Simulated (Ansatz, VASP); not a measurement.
# Two plane-wave programs on TiC

```
Ti C
1.0
     0.00000    2.16400    2.16400
     2.16400    0.00000    2.16400
     2.16400    2.16400    0.00000
Ti C
1 1
Cartesian
  -0.0707 -0.0707 -0.2000
  2.1640 2.1640 2.1640
```

Alike in both runs: task single point; functional PBEsol; k mesh 18 × 18 × 18; occupations gaussian, width 0.15 eV; no spin polarisation.

```csv
,VASP,Ansatz
version,VASP 6.6.1,Ansatz 0.2.0
potentials or method,"VASP PAW PBE potentials, release 64 (Ti_sv, C), cutoff 520 eV","scalar-relativistic, plane waves, PAW"
valence electrons in the cell,16,16
```

|  | VASP | Ansatz | Ansatz less VASP |
| --- | --- | --- | --- |
| gap on the k mesh at the Fermi level (eV) | none | none | - |
| pressure (GPa) | 0.1 | -0.2 | -0.28 |
| traceless stress, the component that is largest in VASP (GPa) | 7.58 | 7.52 | -0.066 |
| rms of the force components (eV/Å) | 1.196 | 1.191 | -0.0049 |

VASP's potentials were made for PBE, not for PBEsol. Atom by atom the forces differ by 0.005 eV/Å (rms over components). A gap of «none» marks a metal or a gap that the smearing closes. With one functional, cell and mesh, what is left measures potentials, basis and numerics.
